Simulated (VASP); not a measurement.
Set up this calculation in VASP 6.6.1, as the native input.

| Quantity | Value |
| --- | --- |
| Task | density of states |
| Functional | PBE |
| Potentials or basis | VASP PAW PBE potentials, release 64 (V_sv) |
| Cutoff | 520 eV |
| k mesh | 17 × 17 × 17 |
| Occupations | fermi-dirac, width 0.05 eV |
| Spin | no spin polarisation |
| Dipole correction | no |
| k mesh for the DOS | 26 × 26 × 26 |
| Occupations for the DOS | tetrahedron |
| Further INCAR settings | ALGO = Normal; EDIFF = 1e-06 |

The system is V.

```
CELL_PARAMETERS angstrom
-1.77016 1.77016 1.00501
1.77016 -1.77016 1.00501
1.77016 1.77016 -1.00501
ATOMIC_POSITIONS crystal
V 0.62500 0.87500 0.75000
V 0.37500 0.12500 0.25000
```

This cell differs from its parent crystal: volume scaled by 0.45.

One way to write it, as run:

POSCAR

```
V
1.0
   -1.7701601818      1.7701601818      1.0050120355
    1.7701601818     -1.7701601818      1.0050120355
    1.7701601818      1.7701601818     -1.0050120355
V
2
Direct
   -0.3750000000     -0.1250000000     -0.2500000000
    0.3750000000      0.1250000000      0.2500000000
```

INCAR.step1

```
SYSTEM = V
  PREC = Accurate
  ENCUT = 520
  EDIFF = 1E-6
  ISMEAR = -1
  SIGMA = 0.05
  LREAL = .False.
  LASPH = .True.
  NELM = 80
  ALGO = Normal
  ISIF = 2
  LWAVE = .False.
  LCHARG = .True.
  LMAXMIX = 4
  GGA = PE
  NBANDS = 20
```

KPOINTS.step1

```
Automatic mesh
0
Gamma
  17 17 17
  0 0 0
```

INCAR.step2

```
SYSTEM = V
  PREC = Accurate
  ENCUT = 520
  EDIFF = 1E-6
  ISMEAR = -5
  SIGMA = 0.05
  LREAL = .False.
  LASPH = .True.
  NELM = 80
  ALGO = Normal
  ISIF = 2
  LWAVE = .False.
  LCHARG = .False.
  LMAXMIX = 4
  GGA = PE
  LORBIT = 11
  NEDOS = 2001
  ICHARG = 11
```

KPOINTS.step2

```
Automatic mesh
0
Gamma
  26 26 26
  0 0 0
```

Potentials or basis: VASP PAW PBE potentials, release 64 (V_sv).

The run is started by

```console
$ cat potpaw_PBE.64/V_sv/POTCAR > POTCAR
$ cp INCAR.step1 INCAR
$ cp KPOINTS.step1 KPOINTS
$ mpirun -np 1 vasp_std > vasp.out
$ cp INCAR.step2 INCAR
$ cp KPOINTS.step2 KPOINTS
$ mpirun -np 1 vasp_std > vasp.out
```

Wall time 110 s on 1 thread of Intel(R) Xeon(R) 6975P-C (Granite Rapids) (shared host), peak memory 0.47 GiB.
